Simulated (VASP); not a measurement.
SnSe2: single point with r2SCAN+D3(BJ)

Crystal: SnSe2.

```
Sn Se
1.0
     3.82468    0.00000    0.00000
    -1.91234    3.31227    0.00000
     0.00000    0.00000    6.22798
Sn Se
1 2
Direct
  0.00000 0.00000 0.00000
  0.33333 0.66667 0.25268
  0.66667 0.33333 0.74732
```

```json
{
  "Program": "VASP 6.6.1",
  "Task": "single point",
  "Functional": "r2SCAN",
  "Dispersion": "D3(BJ)",
  "Potentials or basis": "VASP PAW PBE potentials, release 64 (Sn_d, Se)",
  "Cutoff": "520 eV",
  "k mesh": "9 × 9 × 6",
  "Occupations": "gaussian, width 0.01 eV",
  "Spin": "no spin polarisation"
}
```

| Quantity | Value |
| --- | --- |
| Pressure | 0.0 GPa |
| Largest force | 0.013 eV/Å |
| Band gap on the k mesh | 0.94 eV, indirect (least direct gap 1.50 eV) |
| Dispersion energy per atom | -0.166 eV |

Forces in eV/Å, atoms in the order of the input:
```
Sn   0.000  0.000  0.000
Se   0.000  0.000  0.013
Se   0.000  0.000 -0.013
```

Levels at points of the mesh, in eV from the valence-band top:
| k point | band 10 | band 11 | band 12 | band 13 | band 14 | band 15 | band 16 | band 17 |
| --- | --- | --- | --- | --- | --- | --- | --- | --- |
| (0.00, 0.00, 0.00) | -0.58 | -0.30 | -0.30 | -0.09 | 1.45 | 3.59 | 5.08 | 5.08 |
| (0.00, 0.00, 0.50) | -0.68 | -0.68 | -0.14 | -0.14 | 2.83 | 3.53 | 4.81 | 4.81 |

It took 9.5 min on 1 thread of AMD EPYC 7R13 Processor (Zen 3), with other jobs on the host, peak memory 0.22 GiB.

Caveat: the PAW data sets were made with another functional, which shifts forces and pressure a little; spin-orbit coupling is left out, which moves the levels of the heavy elements. A k mesh can miss the band edges.
